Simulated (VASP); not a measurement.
A run of VASP 6.6.1 is set up as follows.

Contents of INCAR:

```
PREC = Accurate ; ENCUT = 520
EDIFF = 1E-6 ; ISMEAR = 0
SIGMA = 0.1 ; LREAL = F
LASPH = T ; NELM = 100
ALGO = Normal ; ISIF = 2
LWAVE = F ; LCHARG = F
GGA = PE ; NBANDS = 18
```

File KPOINTS:

```
Automatic mesh
0
Gamma
  26 26 26
```

File POSCAR:

```
Cu
1.0
    0.0000000000      2.1433232361      4.5861113448
    1.2808734345      0.0000000000      4.5861113448
    1.2808734345      2.1433232361      0.0000000000
Cu
2
Direct
    0.8675568453      0.8675568453      0.1324431547
    0.1324431547      0.1324431547      0.8675568453
```

Potentials or basis: VASP PAW PBE potentials, release 64 (Cu).

Run with:

```bash
$ cat potpaw_PBE.64/Cu/POTCAR > POTCAR
$ mpirun -np 1 vasp_std > vasp.out
```

Task: What does it give for the band gap on the k mesh?

Result: Zero (band 11 reaches 11.06 eV, above the bottom of band 12 at 5.14 eV).

Task: Predict the pressure.

Result: 0.5 GPa.

Stress tensor (GPa, compression positive):
```
0.53 0.00 0.00
0.00 0.52 0.00
0.00 0.00 0.36
```
